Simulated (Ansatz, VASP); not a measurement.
## Two plane-wave programs on NbAs

```
Nb As
1.0
    -1.73674    1.73674    5.87474
     1.73674   -1.73674    5.87474
     1.73674    1.73674   -5.87474
Nb As
2 2
Direct
  0.99889 0.99889 0.00000
  0.74889 0.24889 0.50000
  0.41711 0.41711 0.00000
  0.16711 0.66711 0.50000
```

Alike in both runs: functional PBE; k mesh 18 × 18 × 18; occupations gaussian, width 0.1 eV; no spin polarisation.

Ansatz relaxed the structure, and its values are those at the end. VASP's run is a single point on that final structure, the one shown.

|  | VASP | Ansatz |
| --- | --- | --- |
| version | VASP 6.6.1 | Ansatz 0.2.0 |
| potentials or method | VASP PAW PBE potentials, release 64 (Nb_sv, As), cutoff 500 eV | scalar-relativistic, plane waves, PAW |
| valence electrons in the cell | 36 | 56 |

|  | VASP | Ansatz | Ansatz less VASP |
| --- | --- | --- | --- |
| gap on the k mesh at the Fermi level (eV) | none | none | - |
| pressure (GPa) | 0.0 | 0.0 | +0.01 |

A gap of «none» marks a metal or a gap that the smearing closes. VASP's potentials hold 36 valence electrons a cell and Ansatz's 56, so a difference there can come from the potentials and not from the codes.
